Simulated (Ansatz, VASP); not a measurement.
In in VASP and in Ansatz

```
CELL_PARAMETERS angstrom
3.19619 0.00000 0.00000
-1.59810 2.76799 0.00000
0.00000 0.00000 5.44436
ATOMIC_POSITIONS crystal
In 0.33333 0.66667 0.25000
In 0.66667 0.33333 0.75000
```

Alike in both runs: task single point; functional PBE; k mesh 15 × 15 × 8; occupations gaussian, width 0.1 eV; no spin polarisation.

|  | VASP | Ansatz |
| --- | --- | --- |
| version | VASP 6.6.1 | Ansatz 0.2.0 |
| potentials or method | VASP PAW PBE potentials, release 64 (In_d), cutoff 520 eV | scalar-relativistic, plane waves, PAW |
| valence electrons in the cell | 26 | 26 |

```tsv
	VASP	Ansatz	Ansatz less VASP
gap on the k mesh at the Fermi level (eV)	none	none	-
pressure (GPa)	6.8	6.8	+0.02
traceless stress, the component that is largest in VASP (GPa)	-1.08	-1.07	+0.005
```

A gap of «none» marks a metal or a gap that the smearing closes.
